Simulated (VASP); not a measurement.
A run of VASP 6.6.1 is set up as follows.

File INCAR:

```
SYSTEM = B
AGGAC = 1.0
AGGAX = 1.0
ALDAC = 0.0
ALDAX = 1.0
ALGO = Normal
EDIFF = 1E-6
EDIFFG = -0.01
ENCUT = 600
GGA = B5
IBRION = 2
ISIF = 3
ISMEAR = -1
LASPH = .TRUE.
LCHARG = .FALSE.
LREAL = .FALSE.
LWAVE = .FALSE.
NELM = 60
NSW = 80
PREC = Accurate
SIGMA = 0.1
```

File KPOINTS:

```
k-points
0
G
  17 17 5
  0 0 0
```

POSCAR

```
B
1.0
    2.1005919712      0.0000000000      0.0000000000
   -1.0502959856      1.8191660100      0.0000000000
    0.0000000000      0.0000000000      6.8605333778
B
4
Direct
    0.0000000000      0.0000000000      0.0000000000
    0.0000000000      0.0000000000      0.5000000000
    0.3333333333      0.6666666667      0.2500000000
    0.6666666667      0.3333333333      0.7500000000
```

Potentials or basis: VASP PAW PBE potentials, release 64 (B).

Launch:

```bash
$ cat potpaw_PBE.64/B/POTCAR > POTCAR
$ mpirun -np 1 vasp_std > vasp.out
```

Task: Predict the relaxed volume.

Result: 8.01 Å³/atom.

Task: Predict the space group after relaxing (to 0.05 Å).

Result: P6_3/mmc (No. 194).

Stress tensor (GPa, compression positive):
```
 0.18  0.00  0.00
 0.00  0.18  0.00
 0.00  0.00 -0.07
```

Caveat: the volume moved by over 15 % at a fixed basis, so the end points are rough; the PAW data sets were made with another functional, which shifts forces and pressure a little; this functional lacks dispersion, which binds the layers, so the pressure and a relaxed spacing across them are unreliable.
